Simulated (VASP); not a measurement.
# NbCd3 (Pm-3m) in VASP: relaxation of the atoms with PBE

Aim: the relaxation of the atoms of NbCd3 with PBE.

Program: VASP 6.6.1. These are calculated values, not measurements. Logs are shortened: lines on timing, memory, paths and dates and some standing lists are left out, and cuts for length are marked.

## (1) The cell of the first run

Symmetry: Pm-3m, No. 221, cubic system. The conventional cell has a = 4.215 Å, b = 4.215 Å, c = 4.215 Å, α = 90.00°, β = 90.00°, γ = 90.00°. Nb (site symmetry m-3m) has 12 Cd at 2.98 Å within 3.9 Å. Cd (site symmetry 4/mmm) has 4 Nb at 2.98 Å and 8 Cd at 2.98 Å within 3.9 Å.

## (2) Relaxation of the atoms, PBE

File INCAR:

```
PREC = Accurate
ENCUT = 520
EDIFF = 1E-6
ISMEAR = -1
SIGMA = 0.05
LREAL = False
LASPH = True
NELM = 80
ALGO = Normal
ISIF = 2
LWAVE = False
LCHARG = False
GGA = PE
IBRION = 2
NSW = 80
EDIFFG = -0.02
```

File KPOINTS:

```
Automatic mesh
0
Gamma
  8 8 8
```

File POSCAR:

```
NbCd3
1.0
    4.2150000000      0.0000000000      0.0000000000
    0.0000000000      4.2150000000      0.0000000000
    0.0000000000      0.0000000000      4.2150000000
Nb Cd
1 3
Direct
    0.0000000000      0.0000000000      0.0000000000
    0.0000000000      0.5000000000      0.5000000000
    0.5000000000      0.0000000000      0.5000000000
    0.5000000000      0.5000000000      0.0000000000
```

Potentials or basis: VASP PAW PBE potentials, release 64 (Nb_sv, Cd).

Launch:

```sh
$ cat potpaw_PBE.64/Nb_sv/POTCAR potpaw_PBE.64/Cd/POTCAR > POTCAR
$ mpirun -np 1 vasp_std > vasp.out
```

OUTCAR:

```text
PREC = Accurate
   ENCUT = 520
   EDIFF = 1E-6
   ISMEAR = -1
   LREAL = False
   LASPH = True
   NELM = 80
   ISIF = 2
   GGA = PE
   IBRION = 2
   NSW = 80
   EDIFFG = -0.02

 ion  position               nearest neighbor table
   1  0.000  0.000  0.000-   2 2.98   3 2.98   4 2.98   2 2.98   3 2.98   2 2.98   4 2.98   2 2.98
                             3 2.98   4 2.98   3 2.98   4 2.98
   2  0.000  0.500  0.500-   1 2.98   3 2.98   4 2.98   1 2.98   4 2.98   1 2.98   3 2.98   1 2.98
                             3 2.98   4 2.98   4 2.98   3 2.98
   3  0.500  0.000  0.500-   1 2.98   2 2.98   4 2.98   1 2.98   4 2.98   2 2.98   4 2.98   4 2.98
                             1 2.98   2 2.98   1 2.98   2 2.98
   4  0.500  0.500  0.000-   1 2.98   2 2.98   3 2.98   2 2.98   3 2.98   1 2.98   3 2.98   3 2.98
                             1 2.98   2 2.98   2 2.98   1 2.98

  LATTYP: Found a simple cubic cell.
 ALAT       =     4.2150000000

  Lattice vectors:

 A1 = (   4.2150000000,   0.0000000000,   0.0000000000)
 A2 = (   0.0000000000,   4.2150000000,   0.0000000000)
 A3 = (   0.0000000000,   0.0000000000,   4.2150000000)

Analysis of symmetry for initial positions (statically):
=====================================================================
 Subroutine PRICEL returns:
 Original cell was already a primitive cell.

 Routine SETGRP: Setting up the symmetry group for a
 simple cubic supercell.

 Subroutine GETGRP returns: Found 48 space group operations
 (whereof 48 operations were pure point group operations)
 out of a pool of 48 trial point group operations.

The static configuration has the point symmetry O_h .

Analysis of symmetry for dynamics (positions and initial velocities):
=====================================================================
 Subroutine PRICEL returns:
 Original cell was already a primitive cell.

 Routine SETGRP: Setting up the symmetry group for a
 simple cubic supercell.

 Subroutine GETGRP returns: Found 48 space group operations
 (whereof 48 operations were pure point group operations)
 out of a pool of 48 trial point group operations.

The dynamic configuration has the point symmetry O_h .

 Subroutine INISYM returns: Found 48 space group operations
 (whereof 48 operations are pure point group operations),
 and found     1 'primitive' translations

----------------------------------------------------------------------------------------

                                     Primitive cell

  volume of cell :      74.8846

[... 96 lines left out ...]
   IBRION =      2    ionic relax: 0-MD 1-quasi-New 2-CG
   NFREE  =      1    steps in history (QN), initial steepest desc. (CG)
   ISIF   =      2    stress and relaxation
   ISYM   =      2    0-nonsym 1-usesym 2-fastsym
   POTIM  = 0.5000    time-step for ionic-motion
   TEBEG  =    0.0;   TEEND  =   0.0 temperature during run
   PSTRESS=    0.0 pullay stress
   NELECT =      49.0000    total number of electrons
   NUPDOWN=      -1.0000    fix difference up-down
   EMIN   =  10.00;   EMAX   =-10.00  energy-range for DOS
   EFERMI =   0.00;   METHOD = LEGACY
   ISMEAR =    -1;   SIGMA  =   0.05  broadening in eV -4-tet -1-fermi 0-gaus
   EFERMI_NEDOS =   21; number of points for ismear=-14 and -15
   IALGO  =     38    algorithm
   IMIX   =      4    mixing-type and parameters
     AMIX     =   0.40;   BMIX     =  1.00
     AMIX_MAG =   1.60;   BMIX_MAG =  1.00
  volume/ion in A,a.u.               =      18.72       126.34
  Fermi-wavevector in a.u.,A,eV,Ry     =   1.421268  2.685807 27.483802  2.020002
  Thomas-Fermi vector in A             =   2.542096
   LORBIT       =      0    0 simple, 1 ext, 2 COOP (PROOUT), +10 PAW based schemes
   GGA     = PE    functional components
   LHFCALC =     F    Hartree Fock is set to
   AEXX    =    0.0000 exact exchange contribution
   IVDW    =     0    specifies the selected vdW correction
   LEPSILON=     F    determine dielectric tensor
   LRPA    =     F    only Hartree local field effects (RPA)
 conjugate gradient relaxation of ions
 non-spin polarized calculation
  energy-cutoff  :      520.00
  volume of cell :       74.88
 maximum number of plane-waves:      2040
 NGX is ok and might be reduce to    32
   NGX = 15   NGY = 15   NGZ = 15

 number of electron      49.0000040 magnetization

 Free energy of the ion-electron system (eV)
  ---------------------------------------------------
  ext. energy  EPLUGINS =         0.00000000
  ---------------------------------------------------
  free energy    TOTEN  =       -11.76301916 eV

  energy without entropy =      -11.74724051  energy(sigma->0) =      -11.75512984

 E-fermi :   5.2499     XC(G=0): -11.9539

 val. band max:        5.2370557073   @ k =   0.3750   0.2500   0.1250
 cond. band min:       5.3338969199   @ k =   0.2500   0.2500   0.1250
 fundamental gap:      0.0968412126
 Fermi energy:         5.2498956731

 k-point     1 :       0.0000    0.0000    0.0000
  band No.  band energies     occupation
      1     -49.6122      2.00000
      2     -25.6801      2.00000
      3     -25.6801      2.00000
      4     -25.6801      2.00000
      5      -4.4677      2.00000
      6      -4.2334      2.00000
[... 757 lines left out ...]
     28       7.2538      0.00000
     29       9.7963      0.00000

 [... further k-points ...]

------------------------ aborting loop because EDIFF is reached ----------------------------------------

  FORCE on cell =-STRESS in cart. coord.  units (eV):
  Direction    XX          YY          ZZ          XY          YZ          ZX
  --------------------------------------------------------------------------------------
  -------------------------------------------------------------------------------------
  Total        3.6146535      3.6146535      3.6146535     -0.0000000     -0.0000000     -0.0000000
  in kB       77.3365013     77.3365013     77.3365013     -0.0000000     -0.0000000     -0.0000000
  external PRESSURE =      77.3365013 kB  Pullay stress =       0.0000000 kB

 VOLUME and BASIS-vectors are now :
 -----------------------------------------------------------------------------
  energy-cutoff  :      520.00
  volume of cell :       74.88
      direct lattice vectors                 reciprocal lattice vectors
     4.215000000  0.000000000  0.000000000     0.237247924  0.000000000  0.000000000
     0.000000000  4.215000000  0.000000000     0.000000000  0.237247924  0.000000000
     0.000000000  0.000000000  4.215000000     0.000000000  0.000000000  0.237247924

 POSITION                                       TOTAL-FORCE (eV/Angst)
 -----------------------------------------------------------------------------------
      0.00000      0.00000      0.00000         0.000000      0.000000      0.000000
      0.00000      2.10750      2.10750         0.000000      0.000000      0.000000
      2.10750      0.00000      2.10750         0.000000      0.000000      0.000000
      2.10750      2.10750      0.00000         0.000000      0.000000      0.000000
 -----------------------------------------------------------------------------------
    total drift:                                0.000000     -0.000000     -0.000000

  FREE ENERGIE OF THE ION-ELECTRON SYSTEM (eV)
  ---------------------------------------------------
  free  energy   TOTEN  =       -11.7630191596 eV

  energy  without entropy=      -11.7472405134  energy(sigma->0) =      -11.75512984

 reached required accuracy - stopping structural energy minimisation
```

Wall time 77 s (1 thread of Intel Xeon 8259CL, shared host); peak memory 0.21 GiB.

What came out:

```yaml
Free_energy: -11.7630 eV
Pressure_after_relaxing: 7.7 GPa
Band_gap_on_the_k_mesh: zero (an odd number of electrons rules out a gap without spin polarisation)
```

Final structure:
```yaml
crystal:
  lattice:
    - [4.21500, 0.00000, 0.00000]
    - [0.00000, 4.21500, 0.00000]
    - [0.00000, 0.00000, 4.21500]
  atoms:
    - { symbol: Nb, position: [0.00000, 0.00000, 0.00000] }
    - { symbol: Cd, position: [0.00000, 0.50000, 0.50000] }
    - { symbol: Cd, position: [0.50000, 0.00000, 0.50000] }
    - { symbol: Cd, position: [0.50000, 0.50000, 0.00000] }
```

Caveat: the relaxation stopped at its first step, so nothing moved.

The gap in the log of VASP goes by the Fermi energy; the results here count the filled bands.